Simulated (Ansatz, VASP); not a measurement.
# Two plane-wave programs on W

```
CELL_PARAMETERS angstrom
-1.53341 1.53341 1.72508
1.53341 -1.53341 1.72508
1.53341 1.53341 -1.72508
ATOMIC_POSITIONS crystal
W 0.00000 0.00000 0.00000
```

Change from the starting cell: strain -0.040 along x and y, +0.080 along z, atoms carried along.

Alike in both runs: task single point; functional PBE; k mesh 20 × 20 × 20; occupations gaussian, width 0.15 eV; no spin polarisation.

|  | VASP | Ansatz |
| --- | --- | --- |
| version | VASP 6.6.1 | Ansatz 0.2.0 |
| potentials or method | VASP PAW PBE potentials, release 64 (W_sv), cutoff 520 eV | scalar-relativistic, plane waves, PAW |
| valence electrons in the cell | 14 | 14 |

|  | VASP | Ansatz | Ansatz less VASP |
| --- | --- | --- | --- |
| gap on the k mesh at the Fermi level (eV) | none | none | - |
| pressure (GPa) | 0.6 | 0.1 | -0.49 |
| traceless stress, the component that is largest in VASP (GPa) | -18.69 | -18.73 | -0.047 |

A gap of «none» marks a metal or a gap that the smearing closes.

Neither program's run includes spin-orbit coupling.
